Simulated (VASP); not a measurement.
# SiS2 (Ibam) in VASP: single point with PBE-based screened hybrid with 25 % exact exchange

Aim: the single point of SiS2 with PBE-based screened hybrid with 25 % exact exchange.

All numbers are computed with VASP 6.6.1; they aren't measurements. Logs are shortened: lines on timing, memory, paths and dates and some standing lists are left out, and cuts for length are marked.

## Step 1: The cell of the first run

It takes space group Ibam (No. 72, orthorhombic). The conventional cell has a = 5.536 Å, b = 9.762 Å, c = 5.543 Å, α = 90.00°, β = 90.00°, γ = 90.00°. Within 2.8 Å of Si (site symmetry 222) lie 4 S at 2.14 Å and 2 Si at 2.77 Å. Within 2.8 Å of S (site symmetry m) lie 2 Si at 2.14 Å.

## Step 2: Single point, PBE-based screened hybrid with 25 % exact exchange

Contents of POSCAR:

```
SiS2
1.0
   -2.7679656562      4.8810386948      2.7714513474
    2.7679656562     -4.8810386948      2.7714513474
    2.7679656562      4.8810386948     -2.7714513474
Si S
2 4
Direct
    0.7500000000      0.7500000000      0.0000000000
    0.2500000000      0.2500000000      0.0000000000
    0.8826845766      0.7893462369      0.6720308135
    0.1173154234      0.2106537631      0.3279691865
    0.3826845766      0.7106537631      0.0933383396
    0.6173154234      0.2893462369      0.9066616604
```

Contents of INCAR.step1:

```
SYSTEM = SiS2
ALGO = Normal
EDIFF = 1E-5
ENCUT = 400
GGA = PE
GGA_COMPAT = .False.
ISIF = 2
ISMEAR = 0
KPAR = 4
LASPH = .True.
LREAL = .False.
LWAVE = .True.
NBANDS = 25
NELM = 120
PREC = Accurate
SIGMA = 0.05
```

Contents of INCAR.step2:

```
SYSTEM = SiS2
AEXX = 0.25
ALGO = Normal
EDIFF = 1E-6
ENCUT = 400
GGA = PE
GGA_COMPAT = .False.
HFSCREEN = 0.15
ISIF = 2
ISMEAR = 0
ISTART = 1
KPAR = 4
LASPH = .True.
LCHARG = .True.
LHFCALC = .True.
LREAL = .False.
LVHAR = .True.
LWAVE = .False.
NBANDS = 25
NELM = 120
PREC = Accurate
PRECFOCK = Normal
SIGMA = 0.05
```

Contents of KPOINTS:

```
k-points
0
Gamma
  4 4 4
  0 0 0
```

Potentials or basis: VASP PAW PBE potentials, release 64 (Si, S).

Command:

```sh
$ cat potpaw_PBE.64/Si/POTCAR potpaw_PBE.64/S/POTCAR > POTCAR
$ cp INCAR.step1 INCAR
$ mpirun -np 4 vasp_std > vasp.out
$ cp INCAR.step2 INCAR
$ mpirun -np 4 vasp_std > vasp.out
```

OUTCAR:

```text
SYSTEM = SiS2
   AEXX = 0.25
   EDIFF = 1E-6
   ENCUT = 400
   GGA = PE
   HFSCREEN = 0.15
   ISIF = 2
   ISMEAR = 0
   ISTART = 1
   LASPH = .True.
   LHFCALC = .True.
   LREAL = .False.
   NELM = 120
   PREC = Accurate
   PRECFOCK = Normal

 ion  position               nearest neighbor table
   1  0.750  0.750  0.000-   5 2.14   3 2.14   4 2.14   6 2.14   2 2.77   2 2.77
   2  0.250  0.250  0.000-   6 2.14   4 2.14   3 2.14   5 2.14   1 2.77   1 2.77
   3  0.883  0.789  0.672-   1 2.14   2 2.14
   4  0.117  0.211  0.328-   2 2.14   1 2.14
   5  0.383  0.711  0.093-   1 2.14   2 2.14
   6  0.617  0.289  0.907-   2 2.14   1 2.14

  LATTYP: Found a body centered orthorhombic cell.
 ALAT       =     5.5359313124
 B/A-ratio  =     1.0012592971
 C/A-ratio  =     1.7634029107

  Lattice vectors:

 A1 = (  -2.7679656562,   4.8810386948,  -2.7714513474)
 A2 = (   2.7679656562,   4.8810386948,   2.7714513474)
 A3 = (   2.7679656562,  -4.8810386948,  -2.7714513474)

Analysis of symmetry for initial positions (statically):
=====================================================================
 Subroutine PRICEL returns:
 Original cell was already a primitive cell.

 Routine SETGRP: Setting up the symmetry group for a
 body centered orthorhombic supercell.

 Subroutine GETGRP returns: Found  8 space group operations
 (whereof  4 operations were pure point group operations)
 out of a pool of  8 trial point group operations.

The static configuration has the point symmetry C_2h.
 The point group associated with its full space group is D_2h.

Analysis of symmetry for dynamics (positions and initial velocities):
=====================================================================
 Subroutine PRICEL returns:
 Original cell was already a primitive cell.

 Routine SETGRP: Setting up the symmetry group for a
 body centered orthorhombic supercell.

 Subroutine GETGRP returns: Found  8 space group operations
 (whereof  4 operations were pure point group operations)
 out of a pool of  8 trial point group operations.

The dynamic configuration has the point symmetry C_2h.
 The point group associated with its full space group is D_2h.

 Subroutine INISYM returns: Found  8 space group operations
 (whereof  4 operations are pure point group operations),
 and found     1 'primitive' translations

----------------------------------------------------------------------------------------

                                     Primitive cell

  volume of cell :     149.7753

  direct lattice vectors                    reciprocal lattice vectors
    -2.767965656  4.881038695  2.771451347     0.000000000  0.102437213  0.180410888
     2.767965656 -4.881038695  2.771451347     0.180638079  0.000000000  0.180410888
     2.767965656  4.881038695 -2.771451347     0.180638079  0.102437213  0.000000000

  length of vectors
     6.258363619  6.258363619  6.258363619     0.207464386  0.255300224  0.207661981

  position of ions in fractional coordinates (direct lattice)
     0.750000000  0.750000000  0.000000000
     0.250000000  0.250000000  0.000000000
     0.882684577  0.789346237  0.672030814
     0.117315423  0.210653763  0.327969186
     0.382684577  0.710653763  0.093338340
     0.617315423  0.289346237  0.906661660

  ion indices of the primitive-cell ions
   primitive index   ion index
                 1           1
                 2           2
                 3           3
                 4           4
                 5           5
                 6           6

----------------------------------------------------------------------------------------

 KPOINTS: k-points

Automatic generation of k-mesh.
 Grid dimensions read from file:
 generate k-points for:    4    4    4

 Generating k-lattice:

  Cartesian coordinates                     Fractional coordinates (reciprocal lattice)
     0.000000000  0.025609303  0.045102722     0.250000000  0.000000000  0.000000000
     0.045159520  0.000000000  0.045102722     0.000000000  0.250000000  0.000000000
     0.045159520  0.025609303  0.000000000     0.000000000  0.000000000  0.250000000

  Length of vectors
     0.051866096  0.063825056  0.051915495

  Shift w.r.t. Gamma in fractional coordinates (k-lattice)
     0.000000000  0.000000000  0.000000000

 Subroutine IBZKPT returns following result:
 ===========================================

 Found     18 irreducible k-points:

 Following reciprocal coordinates:
            Coordinates               Weight
  0.000000  0.000000  0.000000      1.000000
  0.250000  0.000000 -0.000000      4.000000
  0.500000  0.000000 -0.000000      2.000000
 -0.000000  0.250000  0.000000      4.000000
  0.250000  0.250000  0.000000      8.000000
  0.500000  0.250000 -0.000000      8.000000
[... 10 lines left out ...]
 -0.250000 -0.250000  0.250000      2.000000
  0.500000  0.500000  0.500000      1.000000
   k-points           NKPTS =     18   k-points in BZ     NKDIM =     64   number of bands    NBANDS=     25
   number of dos      NEDOS =    301   number of ions     NIONS =      6
   total plane-waves  NPLWV =  74088
   dimension x,y,z NGX =    42 NGY =   42 NGZ =   42
   dimension x,y,z NGXF=    84 NGYF=   84 NGZF=   84
   ions per type =               2   4
   NGX,Y,Z   is equivalent  to a cutoff of  11.16, 11.16, 11.16 a.u.
   NGXF,Y,Z  is equivalent  to a cutoff of  22.31, 22.31, 22.31 a.u.
 SYSTEM =  SiS2
   PREC   = accura    normal or accurate (medium, high low for compatibility)
   ISTART =      1    job   : 0-new  1-cont  2-samecut
   ICHARG =      0    charge: 1-file 2-atom 10-const
   ISPIN  =      1    spin polarized calculation?
   LNONCOLLINEAR =      F non collinear calculations
   LSORBIT =      F    spin-orbit coupling
   LASPH  =      T    aspherical Exc in radial PAW
   ENCUT  =  400.0 eV  29.40 Ry    5.42 a.u.  10.21 10.21 10.21*2*pi/ulx,y,z
   NELM   =    120;   NELMIN=  2; NELMDL=  0     # of ELM steps
   EDIFF  = 0.1E-05   stopping-criterion for ELM
   LREAL  =      F    real-space projection
   EDIFFG = 0.1E-04   stopping-criterion for IOM
   NSW    =      0    number of steps for IOM
   IBRION =     -1    ionic relax: 0-MD 1-quasi-New 2-CG
   NFREE  =      0    steps in history (QN), initial steepest desc. (CG)
   ISIF   =      2    stress and relaxation
   ISYM   =      3    0-nonsym 1-usesym 2-fastsym
   POTIM  = 0.5000    time-step for ionic-motion
   TEBEG  =    0.0;   TEEND  =   0.0 temperature during run
   PSTRESS=    0.0 pullay stress
   NELECT =      32.0000    total number of electrons
   NUPDOWN=      -1.0000    fix difference up-down
   EMIN   =  10.00;   EMAX   =-10.00  energy-range for DOS
   EFERMI =   0.00;   METHOD = LEGACY
   ISMEAR =     0;   SIGMA  =   0.05  broadening in eV -4-tet -1-fermi 0-gaus
   EFERMI_NEDOS =   21; number of points for ismear=-14 and -15
   IALGO  =     38    algorithm
   IMIX   =      1    mixing-type and parameters
     AMIX     =   0.40;   BMIX     =  1.00
     AMIX_MAG =   1.60;   BMIX_MAG =  1.00
  volume/ion in A,a.u.               =      24.96       168.46
  Fermi-wavevector in a.u.,A,eV,Ry     =   0.978689  1.849454 13.032101  0.957832
  Thomas-Fermi vector in A             =   2.109484
   LORBIT       =      0    0 simple, 1 ext, 2 COOP (PROOUT), +10 PAW based schemes
   GGA     = PE    functional components
   LHFCALC =     T    Hartree Fock is set to
   PRECFOCK=normal    Normal, Fast or Accurate (Low or Medium for compatibility)
   ENCUT4O =  -1.0   cutoff for four orbital integrals eV
   NKREDX  =     1    reduce k-point grid by
   NKREDY  =     1    reduce k-point grid by
   NKREDZ  =     1    reduce k-point grid by
   AEXX    =    0.2500 exact exchange contribution
   HFSCREEN=    0.1500 screening length (either q_TF or 0.3 A-1)
   HFSCREENC=   0.1500 screening length for correlation (either q_TF or 0.3 A-1)
   ENCUTFOCK=  -1.0 apply spherical cutoff to Coloumb kernel
   IVDW    =     0    specifies the selected vdW correction
   LEPSILON=     F    determine dielectric tensor
   LRPA    =     F    only Hartree local field effects (RPA)
 non-spin polarized calculation
 Gauss-broadening in eV      SIGMA  =   0.05
  energy-cutoff  :      400.00
  volume of cell :      149.78
 maximum number of plane-waves:      2736
 NGX is ok and might be reduce to    42
  NGX = 32; NGY = 32; NGZ = 32

 number of electron      31.9999999 magnetization

 Free energy of the ion-electron system (eV)
  ---------------------------------------------------
  ext. energy  EPLUGINS =         0.00000000
  ---------------------------------------------------
  free energy    TOTEN  =       -38.69723918 eV

  energy without entropy =      -38.69723918  energy(sigma->0) =      -38.69723918

 E-fermi :   1.4516     XC(G=0):  -6.7607

 val. band max:        1.2340979939   @ k =  -0.2500   0.2500   0.2500
 cond. band min:       5.3172231927   @ k =   0.5000   0.5000   0.5000
 fundamental gap:      4.0831251988
 Fermi energy:         1.4516476857

 k-point     1 :       0.0000    0.0000    0.0000
  band No.  band energies     occupation
      1     -14.7030      2.00000
      2     -12.4228      2.00000
      3     -11.8455      2.00000
      4     -11.7218      2.00000
      5      -6.8656      2.00000
      6      -5.2408      2.00000
[... 17 lines left out ...]
     24       9.5506      0.00000
     25      10.0833      0.00000

 k-point     2 :       0.2500    0.0000   -0.0000
  band No.  band energies     occupation
      1     -14.4486      2.00000
      2     -12.8783      2.00000
      3     -11.8648      2.00000
      4     -11.7777      2.00000
      5      -6.3184      2.00000
      6      -5.1417      2.00000
[... 17 lines left out ...]
     24       9.3632      0.00000
     25       9.7944      0.00000
[... 418 lines left out ...]
     24       8.9543      0.00000
     25      10.9000      0.00000

 k-point    18 :       0.5000    0.5000    0.5000
  band No.  band energies     occupation
      1     -14.5331      2.00000
      2     -12.4605      2.00000
      3     -12.0958      2.00000
      4     -11.8690      2.00000
      5      -7.0157      2.00000
      6      -4.7192      2.00000
[... 17 lines left out ...]
     24       9.0912      0.00000
     25       9.2597      0.00000

------------------------ aborting loop because EDIFF is reached ----------------------------------------

  FORCE on cell =-STRESS in cart. coord.  units (eV):
  Direction    XX          YY          ZZ          XY          YZ          ZX
  --------------------------------------------------------------------------------------
  -------------------------------------------------------------------------------------
  Total       -0.7272388     -0.6466529     -1.0493760      0.0000000      0.0000000      0.0000000
  in kB       -7.7794236     -6.9173799    -11.2253914      0.0000000      0.0000000      0.0000000
  external PRESSURE =      -8.6407316 kB  Pullay stress =       0.0000000 kB

 VOLUME and BASIS-vectors are now :
 -----------------------------------------------------------------------------
  energy-cutoff  :      400.00
  volume of cell :      149.78
      direct lattice vectors                 reciprocal lattice vectors
    -2.767965656  4.881038695  2.771451347     0.000000000  0.102437213  0.180410888
     2.767965656 -4.881038695  2.771451347     0.180638079  0.000000000  0.180410888
     2.767965656  4.881038695 -2.771451347     0.180638079  0.102437213  0.000000000

 POSITION                                       TOTAL-FORCE (eV/Angst)
 -----------------------------------------------------------------------------------
      0.00000      0.00000      4.15718         0.000000     -0.000000     -0.000000
      0.00000      0.00000      1.38573         0.000000      0.000000     -0.000000
      1.60180      3.73580      2.77145         0.384315      0.379242     -0.000000
      1.16616      1.14524      0.00000        -0.384315     -0.379242      0.000000
      1.16616     -1.14524      2.77145        -0.384315      0.379242     -0.000000
      1.60180      6.02628     -0.00000         0.384315     -0.379242      0.000000
 -----------------------------------------------------------------------------------
    total drift:                                0.000000      0.000000      0.000000

  FREE ENERGIE OF THE ION-ELECTRON SYSTEM (eV)
  ---------------------------------------------------
  free  energy   TOTEN  =       -38.6972391848 eV

  energy  without entropy=      -38.6972391848  energy(sigma->0) =      -38.69723918
```

It took 22 min on 4 MPI ranks of AMD EPYC 7R13 (Zen 3), shared host; peak memory 0.37 GiB.

What came out:

```
Free energy            : -38.6972 eV
Pressure               : -0.9 GPa
Largest force          : 0.540 eV/Å
Band gap on the k mesh : 4.08 eV (least direct gap 4.39 eV)
```

Forces on the atoms (eV/Å):
```
Si   0.000  0.000  0.000
Si   0.000  0.000  0.000
S    0.384  0.379  0.000
S   -0.384 -0.379  0.000
S   -0.384  0.379  0.000
S    0.384 -0.379  0.000
```

Levels at points of the mesh, in eV from the valence-band top:
```csv
k point,band 14,band 15,band 16,band 17,band 18,band 19
"(0.00, 0.00, 0.00)",-0.80,-0.73,-0.57,4.72,5.29,5.30
"(0.50, 0.00, 0.00)",-1.32,-0.73,-0.73,4.73,4.73,6.39
"(0.00, 0.50, 0.00)",-1.00,-0.66,-0.66,4.62,4.62,6.02
"(0.50, 0.50, 0.00)",-1.40,-1.07,-0.04,5.36,5.96,6.26
"(0.50, 0.50, 0.50)",-1.90,-1.42,-0.30,4.08,5.12,5.46
```

Caveat: the PAW data sets were made with another functional, which shifts forces and pressure a little. A k mesh can miss the band edges.
